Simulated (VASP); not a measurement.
Wanted: the native input for a VASP 6.6.1 run.

```
Task                   : single point
Functional             : RPBE
Potentials or basis    : VASP PAW PBE potentials, release 64 (Mo_sv)
Cutoff                 : 520 eV
k mesh                 : 12 × 12 × 12
Occupations            : fermi-dirac, width 0.05 eV
Spin                   : no spin polarisation
Dipole correction      : no
Further INCAR settings : ALGO = Normal; EDIFF = 1e-07; NBANDS = 13
```

The structure of Mo lies in POSCAR:

```
Mo
1.0
   -1.5838089719      1.5838089719      1.5838089719
    1.5838089719     -1.5838089719      1.5838089719
    1.5838089719      1.5838089719     -1.5838089719
Mo
1
Direct
    0.0000000000      0.0000000000      0.0000000000
```

The input as run:

INCAR

```
PREC = Accurate
ENCUT = 520
EDIFF = 1E-7
ISMEAR = -1
SIGMA = 0.05
LREAL = F
LASPH = T
NELM = 60
ALGO = Normal
ISIF = 2
LWAVE = F
LCHARG = T
GGA = RP
LELF = T
LVHAR = T
NBANDS = 13
```

KPOINTS

```
Automatic mesh
0
Gamma
  12 12 12
```

Potentials or basis: VASP PAW PBE potentials, release 64 (Mo_sv).

Command:

```bash
$ cat potpaw_PBE.64/Mo_sv/POTCAR > POTCAR
$ mpirun -np 1 vasp_std > vasp.out
```

It gave:

The pressure is 2.1 GPa. The band gap on the k mesh is zero (band 7 reaches 16.28 eV, above the bottom of band 8 at 11.07 eV).

Caveat: the PAW data sets were made with another functional, which shifts forces and pressure a little.

Run time: 5.2 s on 1 thread of Intel(R) Xeon(R) 6975P-C (Granite Rapids) (shared host), peak memory 0.13 GiB.
